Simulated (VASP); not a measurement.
# Co (Fd-3m) in VASP: further runs, part 3 of 3

VASP 6.6.1. The steps go on from the part before.

**5. Single point, PBE (volume scaled by 1.12)**

File INCAR:

```
PREC = Accurate
ENCUT = 520
EDIFF = 1E-6
ISMEAR = -1
SIGMA = 0.1
LREAL = False
LASPH = True
NELM = 100
ALGO = Normal
ISIF = 2
LWAVE = False
LCHARG = False
GGA = PE
NBANDS = 16
```

File KPOINTS:

```
regular mesh
0
Gamma
  12 12 12
```

File POSCAR:

```
Co
1.0
    0.0000000000      2.5574369571      2.5574369571
    2.5574369571      0.0000000000      2.5574369571
    2.5574369571      2.5574369571      0.0000000000
Co
2
Direct
    0.1250000000      0.1250000000      0.1250000000
    0.8750000000      0.8750000000      0.8750000000
```

Potentials or basis: VASP PAW PBE potentials, release 64 (Co).

Run with:

```sh
$ cat potpaw_PBE.64/Co/POTCAR > POTCAR
$ mpirun -np 1 vasp_std > vasp.out
```

OUTCAR:

```text
PREC = Accurate
   ENCUT = 520
   EDIFF = 1E-6
   ISMEAR = -1
   LREAL = False
   LASPH = True
   NELM = 100
   ISIF = 2
   GGA = PE

 ion  position               nearest neighbor table
   1  0.125  0.125  0.125-   2 2.21   2 2.21   2 2.21   2 2.21
   2  0.875  0.875  0.875-   1 2.21   1 2.21   1 2.21   1 2.21

  LATTYP: Found a face centered cubic cell.
 ALAT       =     5.1148739142

  Lattice vectors:

 A1 = (   0.0000000000,   2.5574369571,   2.5574369571)
 A2 = (   2.5574369571,   0.0000000000,   2.5574369571)
 A3 = (   2.5574369571,   2.5574369571,   0.0000000000)

Analysis of symmetry for initial positions (statically):
=====================================================================
 Subroutine PRICEL returns:
 Original cell was already a primitive cell.

 Routine SETGRP: Setting up the symmetry group for a
 face centered cubic supercell.

 Subroutine GETGRP returns: Found 48 space group operations
 (whereof 12 operations were pure point group operations)
 out of a pool of 48 trial point group operations.

The static configuration has the point symmetry D_3d.
[... 155 lines left out ...]
  ---------------------------------------------------
  ext. energy  EPLUGINS =         0.00000000
  ---------------------------------------------------
  free energy    TOTEN  =       -11.30976798 eV

  energy without entropy =      -11.13983202  energy(sigma->0) =      -11.22480000

 E-fermi :   5.0512     XC(G=0): -10.7471

 val. band max:        5.0435570438   @ k =   0.3333   0.1667   0.0833
 cond. band min:       5.0662900634   @ k =  -0.1667   0.1667   0.0000
 fundamental gap:      0.0227330196
 Fermi energy:         5.0511970368

 k-point     1 :       0.0000    0.0000    0.0000
  band No.  band energies     occupation
      1      -1.2068      2.00000
      2       2.5136      2.00000
      3       2.5136      2.00000
      4       2.5995      2.00000
      5       2.5995      2.00000
      6       2.5995      2.00000
[... 433 lines left out ...]
      3       2.4299      2.00000
      4       2.5611      2.00000
      5       2.9220      2.00000
      6       3.0550      2.00000
[... 8 lines left out ...]
     15      15.9013      0.00000
     16      19.5640      0.00000

 [... further k-points ...]
[... 5 lines left out ...]
  --------------------------------------------------------------------------------------
  -------------------------------------------------------------------------------------
  Total       -2.4207987     -2.4207987     -2.4207987      0.0000000      0.0000000      0.0000000
  in kB     -115.9376387   -115.9376387   -115.9376387      0.0000000      0.0000000      0.0000000
  external PRESSURE =    -115.9376387 kB  Pullay stress =       0.0000000 kB

 VOLUME and BASIS-vectors are now :
 -----------------------------------------------------------------------------
  energy-cutoff  :      520.00
  volume of cell :       33.45
      direct lattice vectors                 reciprocal lattice vectors
     0.000000000  2.557436957  2.557436957    -0.195508241  0.195508241  0.195508241
     2.557436957  0.000000000  2.557436957     0.195508241 -0.195508241  0.195508241
     2.557436957  2.557436957  0.000000000     0.195508241  0.195508241 -0.195508241

 POSITION                                       TOTAL-FORCE (eV/Angst)
 -----------------------------------------------------------------------------------
      0.63936      0.63936      0.63936         0.000000     -0.000000     -0.000000
      4.47551      4.47551      4.47551        -0.000000      0.000000      0.000000
 -----------------------------------------------------------------------------------
    total drift:                                0.000000      0.000000     -0.000000

  FREE ENERGIE OF THE ION-ELECTRON SYSTEM (eV)
  ---------------------------------------------------
  free  energy   TOTEN  =       -11.3097679780 eV

  energy  without entropy=      -11.1398320151  energy(sigma->0) =      -11.22480000
```

Wall time 30 s (1 thread of Intel Xeon 6975P-C, shared host); peak memory 0.17 GiB.

Results:

- Free energy: -11.3098 eV
- Pressure: -11.6 GPa
- Band gap on the k mesh: zero (band 9 reaches 5.45 eV, above the bottom of band 10 at 4.83 eV)

Caveat: the cell differs from its parent crystal (volume scaled by 1.12); the run has no spin polarisation, though such a crystal can be magnetic. Spin polarisation is off, so any magnetic state and its effect on volume and gap are missing.

**6. Relaxation of cell and atoms, PBE**

File INCAR:

```
PREC     = Accurate       # precision mode
ENCUT    = 600            # plane-wave cutoff, eV
EDIFF    = 1E-6           # SCF threshold, eV
ISMEAR   = -1             # smearing method
SIGMA    = 0.1            # smearing width, eV
LREAL    = False          # projectors in reciprocal space
LASPH    = True           # aspherical terms in the spheres
NELM     = 60             # most SCF steps
ALGO     = Normal         # electronic algorithm
ISIF     = 3              # what is computed and relaxed
LWAVE    = False          # write WAVECAR
LCHARG   = False          # write CHGCAR
GGA      = PE             # functional
IBRION   = 2              # ionic algorithm
NSW      = 80             # ionic steps
EDIFFG   = -0.01          # ionic threshold
```

File KPOINTS:

```
regular mesh
0
Gamma
  11 11 11
```

File POSCAR:

```
Co
1.0
    0.0000000000      2.4634331982      2.4634331982
    2.4634331982      0.0000000000      2.4634331982
    2.4634331982      2.4634331982      0.0000000000
Co
2
Direct
    0.1250000000      0.1250000000      0.1250000000
    0.8750000000      0.8750000000      0.8750000000
```

Potentials or basis: VASP PAW PBE potentials, release 64 (Co).

Run with:

```sh
$ cat potpaw_PBE.64/Co/POTCAR > POTCAR
$ mpirun -np 1 vasp_std > vasp.out
```

Run time: 43 s. Hardware: 1 thread of Intel Xeon 6975P-C, shared host; peak memory 0.17 GiB.

It converged, with:

```yaml
Free_energy: -11.4644 eV
Relaxed_volume: 14.81 Å³/atom
Relaxed_cell: a = 3.473 Å, b = 3.473 Å, c = 3.473 Å, α = 60.00°, β = 60.00°, γ = 60.00°
Space_group_after_relaxing_to_0.05_Å: Fd-3m (No. 227)
Energy_gained_by_relaxing: 0.5 meV/atom
Ionic_steps: 3
Pressure_after_relaxing: 0.0 GPa
Band_gap_on_the_k_mesh: zero (band 9 reaches 6.81 eV, above the bottom of band 10 at 6.13 eV)
```

The path:
| step | energy change (eV) | largest force (eV/Å) | pressure (GPa) | volume (Å³) |
| --- | --- | --- | --- | --- |
| 1 | 0.0000 | 0.0000 | -1.14 | 29.90 |
| 2 | -0.0005 | 0.0000 | 0.78 | 29.44 |
| 3 | -0.0010 | 0.0000 | 0.02 | 29.62 |

Final structure:
```xyz
2
Lattice="0.0000 2.4558 2.4558 2.4558 0.0000 2.4558 2.4558 2.4558 0.0000" Properties=species:S:1:pos:R:3 pbc="T T T"
Co    0.6140    0.6140    0.6140
Co    4.2977    4.2977    4.2977
```

Levels at points of the mesh, in eV from the Fermi level:
| k point | band 5 | band 6 | band 7 | band 8 | band 9 | band 10 | band 11 | band 12 | band 13 |
| --- | --- | --- | --- | --- | --- | --- | --- | --- | --- |
| (0.00, 0.00, 0.00) | -2.86 | -2.86 | -1.04 | -1.04 | -1.04 | 0.29 | 0.29 | 13.33 | 13.33 |

Caveat: the run has no spin polarisation, though such a crystal can be magnetic.

**7. Summary**

| task | cell | k mesh | cutoff (eV) | gap on the mesh (eV) | pressure (GPa) |
| --- | --- | --- | --- | --- | --- |
| single point | a = 3.483 Å, angles 60.0°, 2 atoms | 12 × 12 × 12 | 520 | none | -1.0 |
| single point | a = 3.529 Å, angles 60.0°, 2 atoms | 12 × 12 × 12 | 520 | none | -5.4 |
| single point | a = 3.573 Å, angles 60.0°, 2 atoms | 12 × 12 × 12 | 520 | none | -8.8 |
| single point | a = 3.617 Å, angles 60.0°, 2 atoms | 12 × 12 × 12 | 520 | none | -11.6 |
| relaxation of cell and atoms | relaxed from a = 3.484 Å, angles 60.0°, 2 atoms | 11 × 11 × 11 | 600 | none | 0.0 |

Alike in all rows: level PBE; potentials or basis VASP PAW PBE potentials, release 64 (Co); no spin polarisation; smearing fermi-dirac 0.1 eV.

Caveats: the run has no spin polarisation, though such a crystal can be magnetic.

Absolute energies hang on the potentials; compare differences alone.
